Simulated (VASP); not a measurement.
## Bi4Te: relaxation of cell and atoms with PBE

Bi4Te:

```xyz
5
Lattice="3.4465 1.9898 5.0442 -3.4465 1.9898 5.0442 0.0000 -3.9797 5.0442" Properties=species:S:1:pos:R:3 pbc="T T T"
Bi    0.0000    0.0000    7.5662
Bi    0.3945    1.9898    5.0442
Bi   -1.9205   -0.6533    5.0442
Bi    1.5260   -1.3366    5.0442
Te    0.0000    0.0000    0.0000
```

The cell was built from a structure type or drawn by symmetry, and may not be a known phase.

- Program: VASP 6.6.1
- Task: relaxation of cell and atoms
- Functional: PBE
- Potentials or basis: VASP PAW PBE potentials, release 64 (Bi_d, Te)
- Cutoff: 600 eV
- k mesh: 6 × 6 × 6
- Occupations: gaussian, width 0.1 eV
- Spin: no spin polarisation
- Dipole correction: no
- Further INCAR settings: ALGO = Fast; EDIFF = 1e-07; IBRION = 2; EDIFFG = -0.01; NSW = 100; ISIF = 3

| Quantity | Value |
| --- | --- |
| Relaxed volume | 42.32 Å³/atom |
| Relaxed cell | a = 6.543 Å, b = 6.543 Å, c = 6.543 Å, α = 63.08°, β = 63.08°, γ = 63.08° |
| Space group after relaxing (to 0.1 Å) | R32 (No. 155) |
| Energy gained by relaxing | 6.2 meV/atom |
| Ionic steps | 6 |
| Pressure after relaxing | 0.0 GPa |
| Largest force after relaxing | 0.005 eV/Å |
| Band gap on the k mesh | zero (bands 33 and 34 overlap by 1.98 eV) |

Forces on the atoms (eV/Å):
```
Bi   0.000  0.000  0.000
Bi  -0.005  0.000  0.000
Bi   0.002 -0.004  0.000
Bi   0.002  0.004  0.000
Te   0.000  0.000  0.000
```

The path:
| step | energy change (eV) | largest force (eV/Å) | pressure (GPa) | volume (Å³) |
| --- | --- | --- | --- | --- |
| 1 | 0.0000 | 0.0939 | 0.34 | 207.56 |
| 2 | -0.0225 | 0.0568 | 0.04 | 210.15 |
| 3 | -0.0297 | 0.0138 | -0.27 | 213.21 |
| 4 | -0.0299 | 0.0208 | -0.23 | 212.74 |
| 5 | -0.0306 | 0.0220 | 0.15 | 210.84 |
| 6 | -0.0311 | 0.0048 | 0.00 | 211.59 |

Final structure:
```yaml
crystal:
  lattice:
    - [3.42253, 1.97600, 5.21436]
    - [-3.42253, 1.97600, 5.21436]
    - [0.00000, -3.95200, 5.21436]
  atoms:
    - { symbol: Bi, position: [0.50000, 0.50000, 0.50000] }
    - { symbol: Bi, position: [0.55871, 0.44129, 0.00000] }
    - { symbol: Bi, position: [0.00000, 0.55871, 0.44129] }
    - { symbol: Bi, position: [0.44129, 0.00000, 0.55871] }
    - { symbol: Te, position: [0.00000, 0.00000, 0.00000] }
```

Levels at points of the mesh, in eV from the Fermi level:
```tsv
k point	band 29	band 30	band 31	band 32	band 33	band 34	band 35	band 36	band 37	band 38
(0.00, 0.00, 0.00)	-2.80	-2.15	-2.15	-1.02	1.45	1.45	2.11	2.76	2.95	2.95
(0.50, 0.00, 0.00)	-2.26	-2.02	-1.84	-0.90	-0.48	0.04	0.19	0.50	2.76	3.18
(0.50, 0.50, 0.00)	-2.51	-1.55	-0.76	-0.73	-0.23	-0.13	0.29	0.34	0.43	2.81
(0.50, 0.50, 0.50)	-2.19	-0.55	-0.55	-0.11	0.42	0.42	0.58	1.63	1.63	2.32
```

It took 46 min on 1 thread of Intel(R) Xeon(R) Platinum 8375C CPU @ 2.90GHz (Ice Lake), on a shared host, peak memory 0.57 GiB.

Caveat: spin-orbit coupling is left out, which moves the levels of the heavy elements.
